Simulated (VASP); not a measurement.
A run of VASP 6.6.1 is set up as follows.

Contents of INCAR:

```
SYSTEM = NaCl
PREC = Accurate
ENCUT = 520
EDIFF = 1E-7
ISMEAR = 0
SIGMA = 0.05
LREAL = .False.
LASPH = .True.
NELM = 80
ALGO = Normal
ISIF = 2
LWAVE = .False.
LCHARG = .False.
GGA = PE
NBANDS = 14
```

Contents of KPOINTS:

```
Automatic mesh
0
Gamma
  8 8 8
  0 0 0
```

The input POSCAR:

```
NaCl
1.0
    0.0000000000      2.8479702205      2.8479702205
    2.8479702205      0.0000000000      2.8479702205
    2.8479702205      2.8479702205      0.0000000000
Na Cl
1 1
Direct
    0.0000000000      0.0000000000      0.0000000000
    0.5000000000      0.5000000000      0.5000000000
```

Potentials or basis: VASP PAW PBE potentials, release 64 (Na_pv, Cl).

Command:

```console
$ cat potpaw_PBE.64/Na_pv/POTCAR potpaw_PBE.64/Cl/POTCAR > POTCAR
$ mpirun -np 1 vasp_std > vasp.out
```

Task: Predict the pressure.

Result: 0.0 GPa.

Task: What does it give for the band gap on the k mesh?

Result: 5.00 eV, direct.

A k mesh can miss the band edges. A hybrid or GW would open this gap; PBE tends to underestimate it.
